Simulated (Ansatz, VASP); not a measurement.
Two plane-wave programs on MgF2

```xyz
6
Lattice="4.7127 0.0000 0.0000 0.0000 4.7127 0.0000 0.0000 0.0000 3.1059" Properties=species:S:1:pos:R:3 pbc="T T T"
Mg    0.0000    0.0000    0.0000
Mg    2.3563    2.3563    1.5529
F     1.4277    1.4277    0.0000
F     0.9286    3.7840    1.5529
F     3.2850    3.2850    0.0000
F     3.7840    0.9286    1.5529
```

Alike in both runs: task single point; functional r2SCAN; k mesh 4 × 4 × 8; no spin polarisation.

|  | VASP | Ansatz |
| --- | --- | --- |
| version | VASP 6.6.1 | Ansatz 0.2.0 |
| potentials or method | VASP PAW PBE potentials, release 64 (Mg, F) | plane waves, PAW |
| plane-wave cutoff (eV) | 660 | 500 |
| occupations | gaussian, width 0.01 eV | fixed |
| valence electrons in the cell | 32 | 48 |

```tsv
	VASP	Ansatz	Ansatz less VASP
gap on the k mesh at the Fermi level (eV)	7.62	7.66	+0.038
pressure (GPa)	-6.9	-5.5	+1.38
traceless stress, the component that is largest in VASP (GPa)	-0.61	-0.52	+0.091
rms of the force components (eV/Å)	0.042	0.040	-0.0029
```

VASP's potentials were made for PBE, not for r2SCAN. Atom by atom the forces differ by 0.003 eV/Å (rms over components). VASP's potentials hold 32 valence electrons a cell and Ansatz's 48, so a difference there can come from the potentials and not from the codes.
